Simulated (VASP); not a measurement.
**Ir: single point with r2SCAN**

Crystal: Ir.

```
Ir
1.0
     0.00000    1.92240    1.92240
     1.92240    0.00000    1.92240
     1.92240    1.92240    0.00000
Ir
1
Direct
  0.00000 0.00000 0.00000
```

| Item | Value |
| --- | --- |
| Program | VASP 6.6.1 |
| Task | single point |
| Functional | r2SCAN |
| Potentials or basis | VASP PAW PBE potentials, release 64 (Ir_sv_GW) |
| Cutoff | 620 eV |
| k mesh | 18 × 18 × 18 |
| Occupations | gaussian, width 0.1 eV |
| Spin | no spin polarisation |

| Quantity | Value |
| --- | --- |
| Pressure | -1.1 GPa |
| Band gap on the k mesh | zero (an odd number of electrons rules out a gap without spin polarisation) |

Levels at points of the mesh, in eV from the Fermi level:
```tsv
k point	band 5	band 6	band 7	band 8	band 9	band 10	band 11	band 12
(0.00, 0.00, 0.00)	-11.49	-4.01	-4.01	-4.01	-1.32	-1.32	14.24	20.01
(0.50, 0.00, 0.00)	-8.39	-4.16	-4.16	-0.72	0.89	0.89	7.62	14.00
(0.50, 0.50, 0.00)	-8.18	-7.60	0.80	1.53	1.53	1.72	11.03	12.00
```

Wall time 110 s on 1 thread of Intel(R) Xeon(R) Platinum 8259CL CPU @ 2.50GHz (Skylake/Cascade Lake), with other jobs on the host, peak memory 0.19 GiB.

Caveat: the PAW data sets were made with another functional, which shifts forces and pressure a little; spin-orbit coupling is left out, which moves the levels of the heavy elements.
